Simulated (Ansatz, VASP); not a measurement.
Cs: VASP beside Ansatz

INCAR

```
  PREC = Accurate
  ENCUT = 520
  EDIFF = 1E-7
  ISMEAR = -1
  SIGMA = 0.1
  LREAL = F
  LASPH = T
  NELM = 80
  ALGO = Normal
  ISIF = 2
  LWAVE = F
  LCHARG = F
  GGA = RE
  NBANDS = 26
```

File KPOINTS:

```
regular mesh
0
Gamma
  7 7 2
```

File POSCAR:

```
Cs
1.0
    5.7382637273      0.0000000000      0.0000000000
   -2.8691318636      4.9694821615      0.0000000000
    0.0000000000      0.0000000000     18.8339127634
Cs
4
Direct
    0.0000000000      0.0000000000      1.0000000000
    0.0000000000      1.0000000000      0.5000000000
    0.3333333333      0.6666666667      0.2500000000
    0.6666666667      0.3333333333      0.7500000000
```

Input for Ansatz:

```yaml
crystal:
  lattice:
    - [5.7382637273, 0.0, 0.0]
    - [-2.8691318636, 4.9694821615, 0.0]
    - [0.0, 0.0, 18.8339127634]
  atoms:
    - { symbol: Cs, position: [0.0, 0.0, 1.0] }
    - { symbol: Cs, position: [0.0, 1.0, 0.5] }
    - { symbol: Cs, position: [0.3333333333, 0.6666666667, 0.25] }
    - { symbol: Cs, position: [0.6666666667, 0.3333333333, 0.75] }
hamiltonian:
  xc: revpbe
  pseudopotentials:
    kind: paw
    azcp:
      Cs: "pseudopotentials/Cs.paw.azcp"
basis:
  ecutwfc: 420
  fft_grid_basis: typed
kpoints:
  mp_grid: { grid: [7, 7, 2], shift: [0, 0, 0] }
magnetization:
  spin_polarized: false
scf:
  occupations: { method: fermi_dirac, width: 0.1 }
  lower_state_search: "off"
output:
  stress: true
  write_density: true
  write_potential: true
  elf: true
  volumetric_format: npy
```

Alike in both runs: task single point; functional revPBE; k mesh 7 × 7 × 2; occupations fermi-dirac, width 0.1 eV; no spin polarisation.

```csv
,VASP,Ansatz
version,VASP 6.6.1,Ansatz 0.2.0
potentials or method,"VASP PAW PBE potentials, release 64 (Cs_sv), cutoff 520 eV","plane waves (420 eV) with PAW, scalar-relativistic"
valence electrons in the cell,36,36
```

```tsv
	VASP	Ansatz	Ansatz less VASP
pressure (GPa)	-0.1	-0.1	+0.01
```

VASP's potentials were made for PBE, not for revPBE.

Spin-orbit coupling is off throughout.
